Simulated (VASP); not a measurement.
A run of VASP 6.6.1 is set up as follows.

POSCAR

```
AlN
1.0
    0.0000000000      2.2534816071      2.1067790577
    2.2534816071      0.0000000000      2.1067790577
    2.2534816071      2.2534816071      0.0000000000
Al N
1 1
Direct
    0.0000000000      0.0000000000      0.0000000000
    0.7500000000      0.7500000000      0.7500000000
```

INCAR.step1

```
SYSTEM = AlN
  PREC = Accurate
  ENCUT = 520
  EDIFF = 1E-5
  ISMEAR = 0
  SIGMA = 0.01
  LREAL = .FALSE.
  LASPH = .TRUE.
  NELM = 80
  ALGO = Normal
  ISIF = 2
  LWAVE = .TRUE.
  LCHARG = .FALSE.
  GGA = PE
  NBANDS = 11
```

Contents of INCAR.step2:

```
SYSTEM = AlN
  PREC = Accurate
  ENCUT = 520
  EDIFF = 1E-6
  ISMEAR = 0
  SIGMA = 0.01
  LREAL = .FALSE.
  LASPH = .TRUE.
  NELM = 80
  ALGO = Normal
  ISIF = 2
  LWAVE = .FALSE.
  LCHARG = .FALSE.
  GGA = PE
  LHFCALC = .TRUE.
  HFSCREEN = 0.2079
  PRECFOCK = Normal
  ISTART = 1
  NBANDS = 11
```

File KPOINTS:

```
regular mesh
0
G
  8 8 8
  0 0 0
```

Potentials or basis: VASP PAW PBE potentials, release 64 (Al, N).

The run is started by

```sh
$ cat potpaw_PBE.64/Al/POTCAR potpaw_PBE.64/N/POTCAR > POTCAR
$ cp INCAR.step1 INCAR
$ mpirun -np 1 vasp_std > vasp.out
$ cp INCAR.step2 INCAR
$ mpirun -np 1 vasp_std > vasp.out
```

(1) What does it give for the band gap on the k mesh?

(2) Estimate the pressure.

Answers

(1) 4.19 eV (least direct gap 5.10 eV).

(2) -6.3 GPa.

Caveat: the cell differs from its parent crystal (epitaxial xy strain +3.1%); the stress differs along the axes, from -9 to -1 GPa; the PAW data sets were made with another functional, which shifts forces and pressure a little.
